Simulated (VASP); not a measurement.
Wanted: the native input for a VASP 6.6.1 run.

```yaml
Task: single point
Functional: LDA
Potentials_or_basis: VASP PAW LDA potentials, release 64 (La, Tl_d)
Cutoff: 520 eV
k_mesh: 8 × 8 × 8
Occupations: fermi-dirac, width 0.08 eV
Spin: no spin polarisation
Dipole_correction: no
Further_INCAR_settings: ALGO = Normal; EDIFF = 1e-06; NBANDS = 31
```

The structure of La3Tl lies in POSCAR:

```
La3Tl
1.0
    4.9567057101      0.0000000000      0.0000000000
    0.0000000000      4.9567057101      0.0000000000
    0.0000000000      0.0000000000      4.9567057101
La Tl
3 1
Direct
    0.0000000000      0.5000000000      0.5000000000
    0.5000000000      0.0000000000      0.5000000000
    0.5000000000      0.5000000000      0.0000000000
    0.0000000000      0.0000000000      0.0000000000
```

One way to write it, as run:

INCAR

```
ALGO = Normal
EDIFF = 1E-6
ENCUT = 520
ISIF = 2
ISMEAR = -1
LASPH = T
LCHARG = F
LREAL = F
LWAVE = F
NBANDS = 31
NELM = 80
PREC = Accurate
SIGMA = 0.08
```

KPOINTS

```
k-points
0
Gamma
  8 8 8
```

Potentials or basis: VASP PAW LDA potentials, release 64 (La, Tl_d).

The run is started by

```console
$ cat potpaw_LDA.64/La/POTCAR potpaw_LDA.64/Tl_d/POTCAR > POTCAR
$ mpirun -np 1 vasp_std > vasp.out
```

Results of the run:

```yaml
Pressure: -1.3 GPa
Band_gap_on_the_k_mesh: zero (bands 23 and 24 overlap by 1.21 eV)
```

Caveat: spin-orbit coupling is left out, which moves the levels of the heavy elements.

Wall time 69 s on 1 thread of Intel(R) Xeon(R) 6975P-C (Granite Rapids) (shared host), peak memory 0.28 GiB.
